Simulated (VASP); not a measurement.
# TaN (P-62m) in VASP: notebook

The runs below take TaN through single point, relaxation of cell and atoms, with PBEsol.

Program: VASP 6.6.1. These are calculated values, not measurements. Logs are shortened: lines on timing, memory, paths and dates and some standing lists are left out, and cuts for length are marked.

## Step 1: The cell of the first run

It takes space group P-62m (No. 189, hexagonal). The conventional cell has a = 5.196 Å, b = 5.196 Å, c = 2.911 Å, α = 90.00°, β = 90.00°, γ = 120.00°. Ta (site symmetry -6) has 6 N at 2.16 Å within 2.9 Å. Within 2.7 Å of Ta (site symmetry -62m) lie 3 N at 2.04 Å. Within 2.7 Å of N (site symmetry m2m) lie 5 Ta at 2.04 to 2.16 Å.

## Step 2: Single point, PBEsol

The input, INCAR:

```
SYSTEM = TaN
ALGO = Normal ; EDIFF = 1E-7
ENCUT = 520 ; GGA = PS
ISIF = 2 ; ISMEAR = 0
LASPH = .True. ; LCHARG = .False.
LREAL = .False. ; LWAVE = .False.
NBANDS = 33 ; NELM = 80
PREC = Accurate ; SIGMA = 0.1
```

The input, KPOINTS:

```
k-points
0
Gamma
  6 6 6
  0 0 0
```

The input, POSCAR:

```
TaN
1.0
    5.1960008669      0.0000000000      0.0000000000
   -2.5980004334      4.4998687488      0.0000000000
    0.0000000000      0.0000000000      2.9110000000
Ta N
3 3
Direct
    0.3333333333      0.6666666667      0.5000000000
    0.6666666667      0.3333333333      0.5000000000
    0.0000000000      0.0000000000      0.0000000000
    0.3928500000      0.0000000000      0.0000000000
    0.6071500000      0.6071500000      0.0000000000
    0.0000000000      0.3928500000      0.0000000000
```

Potentials or basis: VASP PAW PBE potentials, release 64 (Ta_pv, N).

Run with:

```sh
> cat potpaw_PBE.64/Ta_pv/POTCAR potpaw_PBE.64/N/POTCAR > POTCAR
> mpirun -np 1 vasp_std > vasp.out
```

OUTCAR:

```text
SYSTEM = TaN
   EDIFF = 1E-7
   ENCUT = 520
   GGA = PS
   ISIF = 2
   ISMEAR = 0
   LASPH = .True.
   LREAL = .False.
   NELM = 80
   PREC = Accurate

 ion  position               nearest neighbor table
   1  0.333  0.667  0.500-   4 2.16   4 2.16   6 2.16   6 2.16   5 2.16   5 2.16   2 3.00   2 3.00
                             2 3.00   3 3.33   3 3.33   3 3.33   3 3.33   3 3.33   3 3.33
   2  0.667  0.333  0.500-   6 2.16   6 2.16   4 2.16   4 2.16   5 2.16   5 2.16   1 3.00   1 3.00
                             1 3.00   3 3.33   3 3.33   3 3.33   3 3.33   3 3.33   3 3.33
   3  0.000  0.000  0.000-   6 2.04   4 2.04   5 2.04   2 3.33   1 3.33   1 3.33   2 3.33   1 3.33
                             1 3.33   2 3.33   2 3.33   2 3.33   2 3.33   1 3.33   1 3.33
   4  0.393  0.000  0.000-   3 2.04   1 2.16   1 2.16   2 2.16   2 2.16
   5  0.607  0.607  0.000-   3 2.04   2 2.16   2 2.16   1 2.16   1 2.16
   6  0.000  0.393  0.000-   3 2.04   2 2.16   2 2.16   1 2.16   1 2.16

  LATTYP: Found a hexagonal cell.
 ALAT       =     5.1960008669
 C/A-ratio  =     0.5602385516

  Lattice vectors:

 A1 = (   5.1960008669,   0.0000000000,   0.0000000000)
 A2 = (  -2.5980004334,   4.4998687488,   0.0000000000)
 A3 = (   0.0000000000,   0.0000000000,   2.9110000000)

Analysis of symmetry for initial positions (statically):
=====================================================================
 Subroutine PRICEL returns:
 Original cell was already a primitive cell.

 Routine SETGRP: Setting up the symmetry group for a
 hexagonal supercell.

 Subroutine GETGRP returns: Found 12 space group operations
 (whereof 12 operations were pure point group operations)
 out of a pool of 24 trial point group operations.

The static configuration has the point symmetry D_3h.

Analysis of symmetry for dynamics (positions and initial velocities):
=====================================================================
 Subroutine PRICEL returns:
 Original cell was already a primitive cell.

 Routine SETGRP: Setting up the symmetry group for a
 hexagonal supercell.

 Subroutine GETGRP returns: Found 12 space group operations
 (whereof 12 operations were pure point group operations)
 out of a pool of 24 trial point group operations.

The dynamic configuration has the point symmetry D_3h.

 Subroutine INISYM returns: Found 12 space group operations
 (whereof 12 operations are pure point group operations),
 and found     1 'primitive' translations

----------------------------------------------------------------------------------------

                                     Primitive cell

  volume of cell :      68.0630

  direct lattice vectors                    reciprocal lattice vectors
     5.196000867  0.000000000  0.000000000     0.192455703  0.111114352  0.000000000
    -2.598000433  4.499868749  0.000000000     0.000000000  0.222228704  0.000000000
     0.000000000  0.000000000  2.911000000     0.000000000  0.000000000  0.343524562

  length of vectors
     5.196000867  5.196000867  2.911000000     0.222228704  0.222228704  0.343524562

  position of ions in fractional coordinates (direct lattice)
     0.333333333  0.666666667  0.500000000
     0.666666667  0.333333333  0.500000000
     0.000000000  0.000000000  0.000000000
     0.392850000  0.000000000  0.000000000
     0.607150000  0.607150000  0.000000000
     0.000000000  0.392850000  0.000000000

  ion indices of the primitive-cell ions
   primitive index   ion index
                 1           1
                 2           2
                 3           3
                 4           4
                 5           5
                 6           6

----------------------------------------------------------------------------------------

 KPOINTS: k-points

Automatic generation of k-mesh.
 Grid dimensions read from file:
 generate k-points for:    6    6    6

 Generating k-lattice:

  Cartesian coordinates                     Fractional coordinates (reciprocal lattice)
     0.032075951  0.018519059  0.000000000     0.166666667  0.000000000  0.000000000
     0.000000000  0.037038117  0.000000000     0.000000000  0.166666667  0.000000000
     0.000000000  0.000000000  0.057254094     0.000000000  0.000000000  0.166666667

  Length of vectors
     0.037038117  0.037038117  0.057254094

  Shift w.r.t. Gamma in fractional coordinates (k-lattice)
     0.000000000  0.000000000  0.000000000

 Subroutine IBZKPT returns following result:
 ===========================================

 Found     28 irreducible k-points:

 Following reciprocal coordinates:
            Coordinates               Weight
  0.000000  0.000000  0.000000      1.000000
  0.166667 -0.000000  0.000000      6.000000
  0.333333 -0.000000  0.000000      6.000000
  0.500000 -0.000000  0.000000      3.000000
  0.166667  0.166667  0.000000      6.000000
  0.333333  0.166667  0.000000     12.000000
[... 16 lines left out ...]
  0.166667 -0.000000  0.500000      6.000000
  0.333333 -0.000000  0.500000      6.000000
 [... further k-points ...]
   k-points           NKPTS =     28   k-points in BZ     NKDIM =     28   number of bands    NBANDS=     33
   number of dos      NEDOS =    301   number of ions     NIONS =      6
   total plane-waves  NPLWV =  38400
   dimension x,y,z NGX =    40 NGY =   40 NGZ =   24
   dimension x,y,z NGXF=    80 NGYF=   80 NGZF=   48
   ions per type =               3   3
   NGX,Y,Z   is equivalent  to a cutoff of  12.80, 12.80, 13.71 a.u.
   NGXF,Y,Z  is equivalent  to a cutoff of  25.60, 25.60, 27.41 a.u.
 SYSTEM =  TaN
   PREC   = accura    normal or accurate (medium, high low for compatibility)
   ISTART =      0    job   : 0-new  1-cont  2-samecut
   ICHARG =      2    charge: 1-file 2-atom 10-const
   ISPIN  =      1    spin polarized calculation?
   LNONCOLLINEAR =      F non collinear calculations
   LSORBIT =      F    spin-orbit coupling
   LASPH  =      T    aspherical Exc in radial PAW
   ENCUT  =  520.0 eV  38.22 Ry    6.18 a.u.   9.66  9.66  5.41*2*pi/ulx,y,z
   NELM   =     80;   NELMIN=  2; NELMDL= -5     # of ELM steps
   EDIFF  = 0.1E-06   stopping-criterion for ELM
   LREAL  =      F    real-space projection
   EDIFFG = 0.1E-05   stopping-criterion for IOM
   NSW    =      0    number of steps for IOM
   IBRION =     -1    ionic relax: 0-MD 1-quasi-New 2-CG
   NFREE  =      0    steps in history (QN), initial steepest desc. (CG)
   ISIF   =      2    stress and relaxation
   ISYM   =      2    0-nonsym 1-usesym 2-fastsym
   POTIM  = 0.5000    time-step for ionic-motion
   TEBEG  =    0.0;   TEEND  =   0.0 temperature during run
   PSTRESS=    0.0 pullay stress
   NELECT =      48.0000    total number of electrons
   NUPDOWN=      -1.0000    fix difference up-down
   EMIN   =  10.00;   EMAX   =-10.00  energy-range for DOS
   EFERMI =   0.00;   METHOD = LEGACY
   ISMEAR =     0;   SIGMA  =   0.10  broadening in eV -4-tet -1-fermi 0-gaus
   EFERMI_NEDOS =   21; number of points for ismear=-14 and -15
   IALGO  =     38    algorithm
   IMIX   =      4    mixing-type and parameters
     AMIX     =   0.40;   BMIX     =  1.00
     AMIX_MAG =   1.60;   BMIX_MAG =  1.00
  volume/ion in A,a.u.               =      11.34        76.55
  Fermi-wavevector in a.u.,A,eV,Ry     =   1.457197  2.753702 28.890910  2.123422
  Thomas-Fermi vector in A             =   2.574026
   LORBIT       =      0    0 simple, 1 ext, 2 COOP (PROOUT), +10 PAW based schemes
   GGA     = PS    functional components
   LHFCALC =     F    Hartree Fock is set to
   AEXX    =    0.0000 exact exchange contribution
   IVDW    =     0    specifies the selected vdW correction
   LEPSILON=     F    determine dielectric tensor
   LRPA    =     F    only Hartree local field effects (RPA)
 non-spin polarized calculation
 Gauss-broadening in eV      SIGMA  =   0.10
  energy-cutoff  :      520.00
  volume of cell :       68.06
 maximum number of plane-waves:      1858
 NGX is ok and might be reduce to    40
   NGX = 19   NGY = 19   NGZ = 11

 number of electron      48.0000002 magnetization

 Free energy of the ion-electron system (eV)
  ---------------------------------------------------
  ext. energy  EPLUGINS =         0.00000000
  ---------------------------------------------------
  free energy    TOTEN  =       -71.43763512 eV

  energy without entropy =      -71.43413958  energy(sigma->0) =      -71.43588735

 E-fermi :   8.1485     XC(G=0): -13.1611

 val. band max:        7.9016035784   @ k =   0.1667  -0.0000   0.1667
 cond. band min:       8.1522941875   @ k =   0.1667  -0.0000   0.3333
 fundamental gap:      0.2506906091
 Fermi energy:         8.1485401192

 k-point     1 :       0.0000    0.0000    0.0000
  band No.  band energies     occupation
      1     -28.0006      2.00000
      2     -28.0006      2.00000
      3     -27.6468      2.00000
      4     -27.6468      2.00000
      5     -27.4716      2.00000
      6     -27.3635      2.00000
[... 25 lines left out ...]
     32      11.3490      0.00000
     33      11.3490      0.00000

 k-point     2 :       0.1667   -0.0000    0.0000
  band No.  band energies     occupation
      1     -28.0235      2.00000
      2     -27.9934      2.00000
      3     -27.6279      2.00000
      4     -27.6169      2.00000
      5     -27.4648      2.00000
      6     -27.3697      2.00000
[... 25 lines left out ...]
     32      11.2867      0.00000
     33      11.5557      0.00000
[... 754 lines left out ...]
     32      12.3980      0.00000
     33      12.5269      0.00000

 k-point    24 :       0.3333   -0.0000    0.5000
  band No.  band energies     occupation
      1     -28.3028      2.00000
      2     -28.1759      2.00000
      3     -27.8734      2.00000
      4     -27.7978      2.00000
      5     -27.5503      2.00000
      6     -27.4470      2.00000
[... 25 lines left out ...]
     32      13.0598      0.00000
     33      13.3490      0.00000

 [... further k-points ...]

------------------------ aborting loop because EDIFF is reached ----------------------------------------

  FORCE on cell =-STRESS in cart. coord.  units (eV):
  Direction    XX          YY          ZZ          XY          YZ          ZX
  --------------------------------------------------------------------------------------
  -------------------------------------------------------------------------------------
  Total       -0.8965447     -0.8965447     -1.9938942     -0.0000000      0.0000000      0.0000000
  in kB      -21.1043151    -21.1043151    -46.9354976     -0.0000000      0.0000000      0.0000000
  external PRESSURE =     -29.7147092 kB  Pullay stress =       0.0000000 kB

 VOLUME and BASIS-vectors are now :
 -----------------------------------------------------------------------------
  energy-cutoff  :      520.00
  volume of cell :       68.06
      direct lattice vectors                 reciprocal lattice vectors
     5.196000867  0.000000000  0.000000000     0.192455703  0.111114352  0.000000000
    -2.598000433  4.499868749  0.000000000     0.000000000  0.222228704  0.000000000
     0.000000000  0.000000000  2.911000000     0.000000000  0.000000000  0.343524562

 POSITION                                       TOTAL-FORCE (eV/Angst)
 -----------------------------------------------------------------------------------
     -0.00000      2.99991      1.45550        -0.000000      0.000000      0.000000
      2.59800      1.49996      1.45550        -0.000000      0.000000      0.000000
      0.00000      0.00000      0.00000        -0.000000      0.000000      0.000000
      2.04125      0.00000      0.00000         0.034073      0.000000     -0.000000
      1.57738      2.73210      0.00000        -0.017036     -0.029508      0.000000
     -1.02062      1.76777      0.00000        -0.017036      0.029508      0.000000
 -----------------------------------------------------------------------------------
    total drift:                               -0.000002     -0.000003      0.000000

  FREE ENERGIE OF THE ION-ELECTRON SYSTEM (eV)
  ---------------------------------------------------
  free  energy   TOTEN  =       -71.4376351185 eV

  energy  without entropy=      -71.4341395780  energy(sigma->0) =      -71.43588735
```

Wall time 1.7 min (1 thread of AMD EPYC 7R43 (Zen 3), shared host); peak memory 0.17 GiB.

What came out:

```
Free energy            : -71.4376 eV
Pressure               : -3.0 GPa
Largest force          : 0.034 eV/Å
Band gap on the k mesh : zero (band 24 reaches 10.09 eV, above the bottom of band 25 at 7.26 eV)
```

Forces in eV/Å, atoms in the order of the input:
```
Ta   0.000  0.000  0.000
Ta   0.000  0.000  0.000
Ta   0.000  0.000  0.000
N    0.034  0.000  0.000
N   -0.017 -0.030  0.000
N   -0.017  0.030  0.000
```

Stress tensor (GPa, compression positive):
```
-2.11  0.00  0.00
 0.00 -2.11  0.00
 0.00  0.00 -4.69
```

Levels at points of the mesh, in eV from the Fermi level:
| k point | band 22 | band 23 | band 24 | band 25 | band 26 | band 27 |
| --- | --- | --- | --- | --- | --- | --- |
| (0.00, 0.00, 0.00) | -3.29 | -1.89 | -0.89 | -0.89 | 0.59 | 0.59 |
| (0.50, 0.00, 0.00) | -3.83 | -2.82 | -2.61 | 1.22 | 1.81 | 1.94 |
| (0.00, 0.00, 0.50) | -2.85 | -2.85 | 1.94 | 1.94 | 2.03 | 2.21 |
| (0.50, 0.00, 0.50) | -3.24 | -1.94 | -0.92 | 0.53 | 1.38 | 3.27 |

Caveat: the PAW data sets were made with another functional, which shifts forces and pressure a little; spin-orbit coupling is left out, which moves the levels of the heavy elements.

(Continued in part 2 of 3.)
